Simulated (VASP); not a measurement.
# C (I4_1/amd) in VASP: notebook

The runs below take C through single point, with PBE.

Program: VASP 6.6.1. These are calculated values, not measurements. Logs are shortened: lines on timing, memory, paths and dates and some standing lists are left out, and cuts for length are marked.

### Step 1. The cell of the first run

It takes space group I4_1/amd (No. 141, tetragonal). Conventional cell: a = 2.517 Å, b = 2.517 Å, c = 3.596 Å, α = 90.00°, β = 90.00°, γ = 90.00°. C (site symmetry -4m2) has 4 C at 1.55 Å within 2.1 Å.

### Step 2. Single point, PBE (uniaxial z strain +1.0%)

Input file INCAR:

```
SYSTEM = C
  PREC = Accurate
  ENCUT = 520
  EDIFF = 1E-6
  ISMEAR = -1
  SIGMA = 0.02
  LREAL = .False.
  LASPH = .True.
  NELM = 100
  ALGO = Normal
  ISIF = 2
  LWAVE = .False.
  LCHARG = .False.
  GGA = PE
  NBANDS = 11
```

Input file KPOINTS:

```
regular mesh
0
Gamma
  12 12 12
  0 0 0
```

Input file POSCAR:

```
C
1.0
    0.0000000000      1.7801241425      1.7979253840
    1.7801241425      0.0000000000      1.7979253840
    1.7801241425      1.7801241425      0.0000000000
C
2
Direct
    0.0000000000      0.0000000000      0.0000000000
    0.2500000000      0.2500000000      0.2500000000
```

Potentials or basis: VASP PAW PBE potentials, release 64 (C).

Run with:

```sh
$ cat potpaw_PBE.64/C/POTCAR > POTCAR
$ mpirun -np 1 vasp_std > vasp.out
```

OUTCAR:

```text
SYSTEM = C
   PREC = Accurate
   ENCUT = 520
   EDIFF = 1E-6
   ISMEAR = -1
   LREAL = .False.
   LASPH = .True.
   NELM = 100
   ISIF = 2
   GGA = PE

 ion  position               nearest neighbor table
   1  0.000  0.000  0.000-   2 1.55   2 1.55   2 1.55   2 1.55
   2  0.250  0.250  0.250-   1 1.55   1 1.55   1 1.55   1 1.55

  LATTYP: Found a body centered tetragonal cell.
 ALAT       =     2.5174757050
 C/A-ratio  =     1.4283556981

  Lattice vectors:

 A1 = (  -1.7801241425,   0.0000000000,   1.7979253840)
 A2 = (   1.7801241425,   0.0000000000,   1.7979253840)
 A3 = (   0.0000000000,   1.7801241425,  -1.7979253840)

Analysis of symmetry for initial positions (statically):
=====================================================================
 Subroutine PRICEL returns:
 Original cell was already a primitive cell.

 Routine SETGRP: Setting up the symmetry group for a
 body centered tetragonal supercell.

 Subroutine GETGRP returns: Found 16 space group operations
 (whereof  8 operations were pure point group operations)
 out of a pool of 16 trial point group operations.

The static configuration has the point symmetry D_2d.
 The point group associated with its full space group is D_4h.

Analysis of symmetry for dynamics (positions and initial velocities):
=====================================================================
 Subroutine PRICEL returns:
 Original cell was already a primitive cell.

 Routine SETGRP: Setting up the symmetry group for a
 body centered tetragonal supercell.

 Subroutine GETGRP returns: Found 16 space group operations
 (whereof  8 operations were pure point group operations)
 out of a pool of 16 trial point group operations.

The dynamic configuration has the point symmetry D_2d.
 The point group associated with its full space group is D_4h.

 Subroutine INISYM returns: Found 16 space group operations
 (whereof  8 operations are pure point group operations),
 and found     1 'primitive' translations

----------------------------------------------------------------------------------------

                                     Primitive cell

  volume of cell :      11.3947

  direct lattice vectors                    reciprocal lattice vectors
     0.000000000  1.780124143  1.797925384    -0.280879287  0.280879287  0.278098304
     1.780124143  0.000000000  1.797925384     0.280879287 -0.280879287  0.278098304
     1.780124143  1.780124143  0.000000000     0.280879287  0.280879287 -0.278098304

  length of vectors
     2.530094395  2.530094395  2.517475705     0.484896911  0.484896911  0.484896911

[... 83 lines left out ...]
   NSW    =      0    number of steps for IOM
   IBRION =     -1    ionic relax: 0-MD 1-quasi-New 2-CG
   NFREE  =      0    steps in history (QN), initial steepest desc. (CG)
   ISIF   =      2    stress and relaxation
   ISYM   =      2    0-nonsym 1-usesym 2-fastsym
   POTIM  = 0.5000    time-step for ionic-motion
   TEBEG  =    0.0;   TEEND  =   0.0 temperature during run
   PSTRESS=    0.0 pullay stress
   NELECT =       8.0000    total number of electrons
   NUPDOWN=      -1.0000    fix difference up-down
   EMIN   =  10.00;   EMAX   =-10.00  energy-range for DOS
   EFERMI =   0.00;   METHOD = LEGACY
   ISMEAR =    -1;   SIGMA  =   0.02  broadening in eV -4-tet -1-fermi 0-gaus
   EFERMI_NEDOS =   21; number of points for ismear=-14 and -15
   IALGO  =     38    algorithm
   IMIX   =      4    mixing-type and parameters
     AMIX     =   0.40;   BMIX     =  1.00
     AMIX_MAG =   1.60;   BMIX_MAG =  1.00
  volume/ion in A,a.u.               =       5.70        38.45
  Fermi-wavevector in a.u.,A,eV,Ry     =   1.455026  2.749600 28.804902  2.117101
  Thomas-Fermi vector in A             =   2.572108
   LORBIT       =      0    0 simple, 1 ext, 2 COOP (PROOUT), +10 PAW based schemes
   GGA     = PE    functional components
   LHFCALC =     F    Hartree Fock is set to
   AEXX    =    0.0000 exact exchange contribution
   IVDW    =     0    specifies the selected vdW correction
   LEPSILON=     F    determine dielectric tensor
   LRPA    =     F    only Hartree local field effects (RPA)
 non-spin polarized calculation
  energy-cutoff  :      520.00
  volume of cell :       11.39
 maximum number of plane-waves:       318
   NGX =  9   NGY =  9   NGZ =  9

 number of electron       7.9999999 magnetization

 Free energy of the ion-electron system (eV)
  ---------------------------------------------------
  ext. energy  EPLUGINS =         0.00000000
  ---------------------------------------------------
  free energy    TOTEN  =       -18.18360230 eV

  energy without entropy =      -18.18360230  energy(sigma->0) =      -18.18360230

 E-fermi :  10.1918     XC(G=0): -13.2285

 val. band max:        9.7158525556   @ k =   0.0000   0.0000   0.0000
 cond. band min:      13.7326451480   @ k =   0.3333   0.0000   0.3333
 fundamental gap:      4.0167925924
 Fermi energy:        10.1917607562

 k-point     1 :       0.0000    0.0000    0.0000
  band No.  band energies     occupation
      1     -11.7517      2.00000
      2       9.5645      2.00000
      3       9.7159      2.00000
      4       9.7159      2.00000
      5      15.2029      0.00000
      6      15.2029      0.00000
      7      15.3259      0.00000
      8      22.8929      0.00000
      9      28.9030      0.00000
     10      35.8770      0.00000
     11      36.4111      0.00000
[... 309 lines left out ...]
 k-point    24 :      -0.4167    0.1667    0.0000
  band No.  band energies     occupation
      1      -5.5798      2.00000
      2      -2.8427      2.00000
      3       4.1078      2.00000
      4       6.1898      2.00000
      5      17.3158      0.00000
      6      19.8824      0.00000
      7      20.7166      0.00000
      8      25.0860      0.00000
      9      29.1171      0.00000
     10      33.8173      0.00000
     11      34.1344      0.00000

 [... further k-points ...]
[... 5 lines left out ...]
  --------------------------------------------------------------------------------------
  -------------------------------------------------------------------------------------
  Total        0.2551203      0.2551203     -0.4066816      0.0000000     -0.0000000      0.0000000
  in kB       35.8718133     35.8718133    -57.1824596      0.0000000     -0.0000000      0.0000000
  external PRESSURE =       4.8537224 kB  Pullay stress =       0.0000000 kB

 VOLUME and BASIS-vectors are now :
 -----------------------------------------------------------------------------
  energy-cutoff  :      520.00
  volume of cell :       11.39
      direct lattice vectors                 reciprocal lattice vectors
     0.000000000  1.780124143  1.797925384    -0.280879287  0.280879287  0.278098304
     1.780124143  0.000000000  1.797925384     0.280879287 -0.280879287  0.278098304
     1.780124143  1.780124143  0.000000000     0.280879287  0.280879287 -0.278098304

 POSITION                                       TOTAL-FORCE (eV/Angst)
 -----------------------------------------------------------------------------------
      0.00000      0.00000      0.00000         0.000000      0.000000      0.000000
      0.89006      0.89006      0.89896        -0.000000     -0.000000     -0.000000
 -----------------------------------------------------------------------------------
    total drift:                                0.000000      0.000000      0.000000

  FREE ENERGIE OF THE ION-ELECTRON SYSTEM (eV)
  ---------------------------------------------------
  free  energy   TOTEN  =       -18.1836023028 eV

  energy  without entropy=      -18.1836023028  energy(sigma->0) =      -18.18360230
```

OSZICAR:

```text
N       E                     dE             d eps       ncg     rms          rms(c)
DAV:   1     0.450120413729E+00    0.45012E+00   -0.47537E+03  3722   0.714E+02
DAV:   2    -0.184320583399E+02   -0.18882E+02   -0.18265E+02  4728   0.124E+02
DAV:   3    -0.188129738768E+02   -0.38092E+00   -0.37990E+00  4189   0.133E+01
DAV:   4    -0.188136350079E+02   -0.66113E-03   -0.66112E-03  3858   0.690E-01
DAV:   5    -0.188136357669E+02   -0.75899E-06   -0.75894E-06  4105   0.224E-02    0.552E+00
DAV:   6    -0.183408640017E+02    0.47277E+00   -0.24674E-01  3673   0.350E+00    0.330E+00
DAV:   7    -0.181817274389E+02    0.15914E+00   -0.30269E-01  3838   0.392E+00    0.751E-01
DAV:   8    -0.181835404312E+02   -0.18130E-02   -0.86076E-03  3759   0.690E-01    0.436E-02
DAV:   9    -0.181835816262E+02   -0.41195E-04   -0.62827E-05  4242   0.638E-02    0.245E-02
DAV:  10    -0.181836022280E+02   -0.20602E-04   -0.15566E-05  3802   0.346E-02    0.533E-03
DAV:  11    -0.181836023028E+02   -0.74840E-07   -0.25170E-07  3110   0.459E-03
   1 F= -.18183602E+02 E0= -.18183602E+02  d E =-.531917E-13
```

stdout:

```text
POSCAR found type information on POSCAR C
 POSCAR found :  1 types and       2 ions
 scaLAPACK will be used
 LDA part: xc-table for (Slater+PW92), standard interpolation
 POSCAR, INCAR and KPOINTS ok, starting setup
 FFT: planning ... GRIDC
 FFT: planning ... GRID_SOFT
 FFT: planning ... GRID
 WAVECAR not read
 entering main loop
```

Run time: 15 s. Hardware: 1 thread of Intel Xeon Platinum 8488C (Sapphire Rapids), shared host; peak memory 0.13 GiB.

What came out:

- Free energy: -18.1836 eV
- Pressure: 0.5 GPa
- Band gap on the k mesh: 4.02 eV, indirect (least direct gap 5.49 eV)

Stress tensor (GPa, compression positive):
```
 3.59  0.00  0.00
 0.00  3.59  0.00
 0.00  0.00 -5.72
```

Caveat: the cell differs from its parent crystal (uniaxial z strain +1.0%). A k mesh can miss the band edges.

### Step 3. Single point, PBE (uniaxial z strain +2.0%)

Input file INCAR:

```
PREC = Accurate
ENCUT = 520
EDIFF = 1E-7
ISMEAR = -1
SIGMA = 0.02
LREAL = F
LASPH = T
NELM = 100
ALGO = Normal
ISIF = 2
LWAVE = F
LCHARG = F
GGA = PE
NBANDS = 11
```

Input file KPOINTS:

```
regular mesh
0
Gamma
  12 12 12
```

Input file POSCAR:

```
C
1.0
    0.0000000000      1.7801241425      1.8157266254
    1.7801241425      0.0000000000      1.8157266254
    1.7801241425      1.7801241425      0.0000000000
C
2
Direct
    0.0000000000      0.0000000000      0.0000000000
    0.2500000000      0.2500000000      0.2500000000
```

Potentials or basis: VASP PAW PBE potentials, release 64 (C).

Run with:

```sh
$ cat potpaw_PBE.64/C/POTCAR > POTCAR
$ mpirun -np 1 vasp_std > vasp.out
```

It took 16 s on 1 thread of Intel Xeon Platinum 8488C (Sapphire Rapids), shared host; peak memory 0.13 GiB.

It converged, with:

* Free energy: -18.1761 eV
* Pressure: -3.7 GPa
* Band gap on the k mesh: 3.87 eV, indirect (least direct gap 5.37 eV)

Stress tensor (GPa, compression positive):
```
  2.44   0.00   0.00
  0.00   2.44   0.00
  0.00   0.00 -16.06
```

Levels at points of the mesh, in eV from the valence-band top:
```tsv
k point	band 2	band 3	band 4	band 5	band 6	band 7
(0.00, 0.00, 0.00)	-0.30	0.00	0.00	5.37	5.37	5.62
(0.50, 0.00, 0.00)	-13.31	-3.04	-2.69	7.99	8.38	8.78
(0.50, 0.50, 0.00)	-12.96	-6.12	-6.12	4.93	4.93	16.42
(0.50, 0.00, 0.50)	-12.66	-6.41	-6.41	4.48	4.48	16.50
```

Caveat: the cell differs from its parent crystal (uniaxial z strain +2.0%). A k mesh can miss the band edges.

### Step 4. Single point, PBE (uniaxial z strain +3.0%)

Input file INCAR:

```
PREC     = Accurate       # precision mode
ENCUT    = 520            # plane-wave cutoff, eV
EDIFF    = 1E-6           # SCF threshold, eV
ISMEAR   = -1             # smearing method
SIGMA    = 0.02           # smearing width, eV
LREAL    = F              # projectors in reciprocal space
LASPH    = T              # aspherical terms in the spheres
NELM     = 80             # most SCF steps
ALGO     = Normal         # electronic algorithm
ISIF     = 2              # what is computed and relaxed
LWAVE    = F              # write WAVECAR
LCHARG   = T              # write CHGCAR
GGA      = PE             # functional
LELF     = T              # ELF
LVHAR    = T            
NBANDS   = 11             # bands
```

KPOINTS is that of step 3.

Input file POSCAR:

```
C
1.0
    0.0000000000      1.7801241425      1.8335278668
    1.7801241425      0.0000000000      1.8335278668
    1.7801241425      1.7801241425      0.0000000000
C
2
Direct
    0.0000000000      0.0000000000      0.0000000000
    0.2500000000      0.2500000000      0.2500000000
```

Run with:

```sh
$ cat potpaw_PBE.64/C/POTCAR > POTCAR
$ mpirun -np 1 vasp_std > vasp.out
```

Run time: 19 s. Hardware: 1 thread of Intel Xeon Platinum 8488C (Sapphire Rapids), shared host; peak memory 0.13 GiB.

Results (log left out):

* Free energy: -18.1614 eV
* Pressure: -7.7 GPa
* Band gap on the k mesh: 3.73 eV, indirect (least direct gap 5.26 eV)

Stress tensor (GPa, compression positive):
```
  1.46   0.00   0.00
  0.00   1.46   0.00
  0.00   0.00 -26.13
```

Levels at points of the mesh, in eV from the valence-band top:
```csv
k point,band 2,band 3,band 4,band 5,band 6,band 7
"(0.00, 0.00, 0.00)",-0.45,0.00,0.00,5.26,5.26,5.62
"(0.50, 0.00, 0.00)",-13.26,-3.15,-2.62,7.68,8.32,8.78
"(0.50, 0.50, 0.00)",-13.04,-6.01,-6.01,5.01,5.01,16.18
"(0.50, 0.00, 0.50)",-12.59,-6.44,-6.44,4.34,4.34,16.30
```

Caveat: the cell differs from its parent crystal (uniaxial z strain +3.0%). A k mesh can miss the band edges.

### Step 5. Overview

| cell | gap on the mesh (eV) | pressure (GPa) |
| --- | --- | --- |
| a = 2.530, b = 2.530, c = 2.517 Å, angles 60.2, 60.2, 59.7°, 2 atoms | 4.02 | 0.5 |
| a = 2.543, b = 2.543, c = 2.517 Å, angles 60.3, 60.3, 59.3°, 2 atoms | 3.87 | -3.7 |
| a = 2.556, b = 2.556, c = 2.517 Å, angles 60.5, 60.5, 59.0°, 2 atoms | 3.73 | -7.7 |

Alike in all rows: task single point; level PBE; potentials or basis VASP PAW PBE potentials, release 64 (C); no spin polarisation; k mesh 12 × 12 × 12; cutoff (eV) 520; smearing fermi-dirac 0.02 eV.

Absolute energies hang on the potentials; compare differences alone.
